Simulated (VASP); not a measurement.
# Rh2Au (P1) in VASP: a series of runs, part 2 of 2

VASP 6.6.1. The steps go on from the part before.

## 4. Single point, PBE, non-collinear spin, zero start, spin-orbit coupling

Input file INCAR:

```
SYSTEM = Rh2Au
PREC = Accurate
ENCUT = 520
EDIFF = 1E-7
ISMEAR = -1
SIGMA = 0.15
LREAL = .False.
LASPH = .True.
NELM = 150
ALGO = Normal
ISIF = 2
LWAVE = .False.
LCHARG = .True.
LNONCOLLINEAR = .True.
MAGMOM = 0 0 0 0 0 0 0 0 0
LORBIT = 11
LSORBIT = .True.
GGA_COMPAT = .False.
LORBMOM = .True.
LMAXMIX = 4
GGA = PE
LVHAR = .True.
NBANDS = 54
```

Input file KPOINTS:

```
Automatic mesh
0
Gamma
  3 3 1
  0 0 0
```

Input file POSCAR:

```
Rh2Au
1.0
    3.7935070000     -0.0719760000      0.0971770000
   -1.9590860000      3.1466690000     -0.0236120000
    0.1586890000      0.0470970000      5.9825820000
Au Rh
1 2
Direct
    0.6351820000      0.2808840000      0.8442650000
    0.9943760000      0.9808440000      1.0946060000
    1.3160870000      0.6721490000      1.5999010000
```

Potentials or basis: VASP PAW PBE potentials, release 64 (Au, Rh_pv).

Launch:

```console
$ cat potpaw_PBE.64/Au/POTCAR potpaw_PBE.64/Rh_pv/POTCAR > POTCAR
$ mpirun -np 1 vasp_ncl > vasp.out
```

OUTCAR:

```text
SYSTEM = Rh2Au
   PREC = Accurate
   ENCUT = 520
   EDIFF = 1E-7
   ISMEAR = -1
   LREAL = .False.
   LASPH = .True.
   NELM = 150
   ISIF = 2
   LNONCOLLINEAR = .True.
   LORBIT = 11
   LSORBIT = .True.
   GGA = PE

 ion  position               nearest neighbor table
   1  0.635  0.281  0.844-   3 2.41   2 2.47   3 2.55   2 2.66   2 2.69   3 2.80
   2  0.994  0.981  0.095-   1 2.47   1 2.66   1 2.69
   3  0.316  0.672  0.600-   1 2.41   1 2.55   1 2.80

  LATTYP: Found a triclinic cell.
 ALAT       =     3.7954340032
 B/A-ratio  =     0.9766377855
 C/A-ratio  =     1.5768609243
 COS(alpha) =     0.0137008878
 COS(beta)  =     0.0519461913
 COS(gamma) =     0.5445096255

  Lattice vectors:

 A1 = (  -3.7935070000,   0.0719760000,  -0.0971770000)
 A2 = (  -1.9590860000,   3.1466690000,  -0.0236120000)
 A3 = (  -0.1586890000,  -0.0470970000,  -5.9825820000)

Analysis of symmetry for initial positions (statically):
=====================================================================
 Subroutine PRICEL returns:
 Original cell was already a primitive cell.

 Routine SETGRP: Setting up the symmetry group for a
 triclinic supercell.

 Subroutine GETGRP returns: Found  1 space group operations
 (whereof  1 operations were pure point group operations)
 out of a pool of  2 trial point group operations.

The static configuration has the point symmetry C_1 .

Analysis of symmetry for dynamics (positions and initial velocities):
=====================================================================
 Subroutine PRICEL returns:
 Original cell was already a primitive cell.

 Routine SETGRP: Setting up the symmetry group for a
 triclinic supercell.

 Subroutine GETGRP returns: Found  1 space group operations
 (whereof  1 operations were pure point group operations)
 out of a pool of  2 trial point group operations.

The dynamic configuration has the point symmetry C_1 .

Analysis of structural, dynamic, and magnetic symmetry:
=====================================================================
 Subroutine PRICEL returns:
 Original cell was already a primitive cell.

 Routine SETGRP: Setting up the symmetry group for a
 triclinic supercell.

 Subroutine GETGRP returns: Found  1 space group operations
 (whereof  1 operations were pure point group operations)
 out of a pool of  2 trial point group operations.

The overall configuration has the point symmetry C_1 .

 Subroutine INISYM returns: Found  1 space group operations
 (whereof  1 operations are pure point group operations),
 and found     1 'primitive' translations

----------------------------------------------------------------------------------------

                                     Primitive cell

  volume of cell :      70.5170

  direct lattice vectors                    reciprocal lattice vectors
     3.793507000 -0.071976000  0.097177000     0.266975742  0.166153588 -0.008389597
    -1.959086000  3.146669000 -0.023612000     0.006171268  0.321618320 -0.002695587
     0.158689000  0.047097000  5.982582000    -0.004312216 -0.001429526  0.167277545
[... 635 lines left out ...]

  FORCE on cell =-STRESS in cart. coord.  units (eV):
  Direction    XX          YY          ZZ          XY          YZ          ZX
  --------------------------------------------------------------------------------------
  -------------------------------------------------------------------------------------
  Total       -3.7128251     -1.5377475     -1.8772040      1.9781179      1.5655010     -2.6746099
  in kB      -84.3570729    -34.9383208    -42.6509264     44.9437377     35.5688935    -60.7683510
  external PRESSURE =     -53.9821067 kB  Pullay stress =       0.0000000 kB

 VOLUME and BASIS-vectors are now :
 -----------------------------------------------------------------------------
  energy-cutoff  :      520.00
  volume of cell :       70.52
      direct lattice vectors                 reciprocal lattice vectors
     3.793507000 -0.071976000  0.097177000     0.266975742  0.166153588 -0.008389597
    -1.959086000  3.146669000 -0.023612000     0.006171268  0.321618320 -0.002695587
     0.158689000  0.047097000  5.982582000    -0.004312216 -0.001429526  0.167277545

 POSITION                                       TOTAL-FORCE (eV/Angst)
 -----------------------------------------------------------------------------------
      1.99327      0.87789      5.10598         0.276815      1.788702      0.727805
      1.86563      3.01928      0.63946        -1.002219     -0.418391      0.707530
     -0.02252      2.12053      3.60380         0.725403     -1.370311     -1.435335
 -----------------------------------------------------------------------------------
    total drift:                               -0.000110      0.000123      0.000165

  FREE ENERGIE OF THE ION-ELECTRON SYSTEM (eV)
  ---------------------------------------------------
  free  energy   TOTEN  =       -14.1744297371 eV

  energy  without entropy=      -13.7988676092  energy(sigma->0) =      -13.98664867

 orbital moment (x)

 # of ion     p       d       tot
 ----------------------------------------
  1        -0.000  -0.000  -0.000
  2         0.000  -0.000  -0.000
  3        -0.000   0.000   0.000
 ----------------------------------------
           -0.000  -0.000  -0.000

 orbital moment (y)

 # of ion     p       d       tot
 ----------------------------------------
  1        -0.000  -0.000  -0.000
  2        -0.000  -0.000  -0.000
  3         0.000  -0.000  -0.000
 ----------------------------------------
           -0.000  -0.000  -0.000

 orbital moment (z)

 # of ion     p       d       tot
 ----------------------------------------
  1        -0.000  -0.000  -0.000
  2         0.000   0.000   0.000
  3        -0.000  -0.000  -0.000
 ----------------------------------------
           -0.000  -0.000  -0.000

 Spin-Orbit-Coupling matrix elements

 Ion:    1  E_soc:     -0.7264760
 l=   1
     0.0000000    -0.0410866    -0.0388341
    -0.0410866     0.0000000    -0.0406481
    -0.0388341    -0.0406481     0.0000000
 l=   2
     0.0000000    -0.0157607     0.0000000    -0.0160273    -0.0657293
    -0.0157607     0.0000000    -0.0487985    -0.0150029    -0.0157487
     0.0000000    -0.0487985     0.0000000    -0.0506749     0.0000000
    -0.0160273    -0.0150029    -0.0506749     0.0000000    -0.0149269
    -0.0657293    -0.0157487     0.0000000    -0.0149269     0.0000000
 l=   3
     0.0000000     0.0000000     0.0000000     0.0000000     0.0000000     0.0000000     0.0000000
     0.0000000     0.0000000     0.0000000     0.0000000     0.0000000     0.0000000     0.0000000
     0.0000000     0.0000000     0.0000000     0.0000000     0.0000000     0.0000000     0.0000000
     0.0000000     0.0000000     0.0000000     0.0000000     0.0000000     0.0000000     0.0000000
[... 29 lines left out ...]
 l=   2
     0.0000000    -0.0023666     0.0000000    -0.0026233    -0.0134903
    -0.0023666     0.0000000    -0.0085140    -0.0013798    -0.0025405
     0.0000000    -0.0085140     0.0000000    -0.0105080     0.0000000
    -0.0026233    -0.0013798    -0.0105080     0.0000000    -0.0025595
    -0.0134903    -0.0025405     0.0000000    -0.0025595     0.0000000
 l=   3
     0.0000000     0.0000000     0.0000000     0.0000000     0.0000000     0.0000000     0.0000000
     0.0000000     0.0000000     0.0000000     0.0000000     0.0000000     0.0000000     0.0000000
     0.0000000     0.0000000     0.0000000     0.0000000     0.0000000     0.0000000     0.0000000
     0.0000000     0.0000000     0.0000000     0.0000000     0.0000000     0.0000000     0.0000000
     0.0000000     0.0000000     0.0000000     0.0000000     0.0000000     0.0000000     0.0000000
     0.0000000     0.0000000     0.0000000     0.0000000     0.0000000     0.0000000     0.0000000
     0.0000000     0.0000000     0.0000000     0.0000000     0.0000000     0.0000000     0.0000000

 total charge

# of ion       s       p       d       tot
------------------------------------------
    1        0.727   0.455   8.568   9.750
    2        0.250   6.089   7.244  13.583
    3        0.261   6.096   7.260  13.618
--------------------------------------------------
tot          1.239  12.640  23.072  36.951

 magnetization (x)

# of ion       s       p       d       tot
------------------------------------------
    1        0.000   0.000  -0.000  -0.000
    2       -0.000  -0.000  -0.000  -0.000
    3        0.000   0.000   0.000   0.000
--------------------------------------------------
tot          0.000   0.000  -0.000  -0.000

 magnetization (y)

# of ion       s       p       d       tot
------------------------------------------
    1        0.000   0.000  -0.000  -0.000
    2       -0.000   0.000  -0.000  -0.000
    3       -0.000   0.000  -0.000  -0.000
--------------------------------------------------
tot         -0.000   0.000  -0.000  -0.000

 magnetization (z)

# of ion       s       p       d       tot
------------------------------------------
    1        0.000   0.000  -0.000  -0.000
    2        0.000   0.000   0.000   0.000
    3       -0.000  -0.000  -0.000  -0.000
--------------------------------------------------
tot          0.000   0.000  -0.000  -0.000
```

OSZICAR:

```text
N       E                     dE             d eps       ncg     rms          rms(c)
DAV:   1     0.418609690495E+03    0.41861E+03   -0.23709E+04  1084   0.155E+03
DAV:   2    -0.558404888378E+00   -0.41917E+03   -0.40181E+03  1042   0.449E+02
DAV:   3    -0.150608472160E+02   -0.14502E+02   -0.13821E+02  1104   0.841E+01
DAV:   4    -0.153523703759E+02   -0.29152E+00   -0.29026E+00  1050   0.102E+01
DAV:   5    -0.153563625284E+02   -0.39922E-02   -0.39918E-02  1110   0.131E+00    0.122E+01
DAV:   6    -0.146220150564E+02    0.73435E+00   -0.58699E+00  1014   0.220E+01    0.118E+01
DAV:   7    -0.143509415599E+02    0.27107E+00   -0.19337E+00   996   0.131E+01    0.650E+00
DAV:   8    -0.148460972357E+02   -0.49516E+00   -0.30949E+00  1014   0.141E+01    0.863E+00
DAV:   9    -0.141822712572E+02    0.66383E+00   -0.64815E-01  1018   0.891E+00    0.174E+00
DAV:  10    -0.141756313130E+02    0.66399E-02   -0.72240E-02  1044   0.208E+00    0.763E-01
DAV:  11    -0.141745094575E+02    0.11219E-02   -0.40450E-03  1026   0.633E-01    0.220E-01
DAV:  12    -0.141744995159E+02    0.99417E-05   -0.10347E-03  1050   0.242E-01    0.108E-01
DAV:  13    -0.141744285880E+02    0.70928E-04   -0.20979E-04  1068   0.135E-01    0.285E-02
DAV:  14    -0.141744312355E+02   -0.26474E-05   -0.18834E-05  1028   0.439E-02    0.158E-02
DAV:  15    -0.141744298286E+02    0.14069E-05   -0.25859E-06  1068   0.142E-02    0.495E-03
DAV:  16    -0.141744296745E+02    0.15406E-06   -0.10437E-06   984   0.830E-03    0.201E-03
DAV:  17    -0.141744297371E+02   -0.62598E-07   -0.10779E-07   610   0.313E-03
   1 F= -.14174430E+02 E0= -.13986649E+02  d E =-.375562E+00  mag=    -0.0000    -0.0000    -0.0000
```

stdout:

```text
POSCAR found type information on POSCAR AuRh
 POSCAR found :  2 types and       3 ions
 scaLAPACK will be used
 LDA part: xc-table for (Slater+PW92), standard interpolation
 POSCAR, INCAR and KPOINTS ok, starting setup
 FFT: planning ... GRIDC
 FFT: planning ... GRID_SOFT
 FFT: planning ... GRID
 WAVECAR not read
 entering main loop
```

It took 2.2 min on 1 thread of AMD EPYC 7R13, shared host; peak memory 0.33 GiB.

Results:

```yaml
Free_energy: -14.1744 eV
Pressure: -5.4 GPa
Largest_force: 2.113 eV/Å
Net_moment: 0.00 μB per cell
Valence_electrons_inside_the_program's_atomic_spheres: Au 9.75; Rh 13.58, 13.62
```

Forces in eV/Å, atoms in the order of the input:
```
Au   0.277  1.789  0.728
Rh  -1.002 -0.418  0.708
Rh   0.725 -1.370 -1.435
```

Moments on the atoms (μB; x, y, z):
```
Au  0.00 0.00 0.00
Rh  0.00 0.00 0.00
Rh  0.00 0.00 0.00
```

Caveat: the k points lie up to 1.05 Å⁻¹ apart; forces of over 1 eV/Å act on the atoms, so gaps and moduli don't describe the material at rest.

## 5. Single point, PBE, non-collinear spin, zero start, spin-orbit coupling

Input file INCAR:

```
ALGO = Normal ; EDIFF = 1E-7
ENCUT = 520 ; GGA = PE
GGA_COMPAT = False ; ISIF = 2
ISMEAR = -1 ; LASPH = True
LCHARG = False ; LMAXMIX = 4
LORBIT = 11 ; LORBMOM = True
LREAL = False ; LSORBIT = True
LWAVE = False ; MAGMOM = 0 0 0 0 0 0 0 0 0
NBANDS = 54 ; NELM = 150
PREC = Accurate ; SIGMA = 0.15
```

Input file KPOINTS:

```
k-points
0
Gamma
  3 3 1
```

POSCAR is that of step 4.

Launch:

```console
$ cat potpaw_PBE.64/Au/POTCAR potpaw_PBE.64/Rh_pv/POTCAR > POTCAR
$ mpirun -np 1 vasp_ncl > vasp.out
```

Wall time 1.9 min (1 thread of AMD EPYC 7R13, shared host); peak memory 0.33 GiB.

The run converged. Its results:

| Quantity | Value |
| --- | --- |
| Free energy | -14.1744 eV |
| Pressure | -5.4 GPa |
| Largest force | 2.113 eV/Å |
| Net moment | 0.00 μB per cell |
| Valence electrons inside the program's atomic spheres | Au 9.75; Rh 13.58, 13.62 |

Forces in eV/Å, atoms in the order of the input:
```
Au   0.277  1.789  0.728
Rh  -1.002 -0.418  0.708
Rh   0.725 -1.370 -1.435
```

Stress tensor (GPa, compression positive):
```
-8.44  4.49 -6.08
 4.49 -3.49  3.56
-6.08  3.56 -4.27
```

Moments on the atoms (μB; x, y, z):
```
Au  0.00 0.00 0.00
Rh  0.00 0.00 0.00
Rh  0.00 0.00 0.00
```

Caveat: the k points lie up to 1.05 Å⁻¹ apart; forces of over 1 eV/Å act on the atoms, so gaps and moduli don't describe the material at rest.
